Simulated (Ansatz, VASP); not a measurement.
**Ir: VASP beside Ansatz**

```xyz
8
Lattice="0.0000 0.0000 4.4080 2.7190 -4.7095 0.0000 2.7190 4.7095 0.0000" Properties=species:S:1:pos:R:3 pbc="T T T"
Ir    1.3595   -0.7849    1.1020
Ir    2.7190   -3.1397    1.1020
Ir    2.7190    1.5698    1.1020
Ir    4.0785   -0.7849    1.1020
Ir    2.7190   -1.5698    3.3060
Ir    1.3595    0.7849    3.3060
Ir    4.0785    0.7849    3.3060
Ir    2.7190    3.1397    3.3060
```

Alike in both runs: task relaxation of cell and atoms; functional PBEsol; k mesh 8 × 6 × 6; occupations gaussian, width 0.1 eV; no spin polarisation.

|  | VASP | Ansatz |
| --- | --- | --- |
| version | VASP 6.6.1 | Ansatz 0.2.0 |
| potentials or method | VASP PAW PBE potentials, release 64 (Ir), cutoff 600 eV | scalar-relativistic, plane waves, PAW |
| valence electrons in the cell | 72 | 136 |

```csv
,VASP,Ansatz,Ansatz less VASP
"gap on the k mesh at the Fermi level, each at its own relaxed structure (eV)",none,none,-
relaxed volume (Å³/atom),14.15,14.11,-0.038
relaxed length of the cell vector where the two differ most in proportion (Å),4.424,4.419,-0.0044
```

VASP's potentials were made for PBE, not for PBEsol. A gap of «none» marks a metal or a gap that the smearing closes. VASP's potentials hold 72 valence electrons a cell and Ansatz's 136, so a difference there can come from the potentials and not from the codes.

Neither program's run includes spin-orbit coupling.
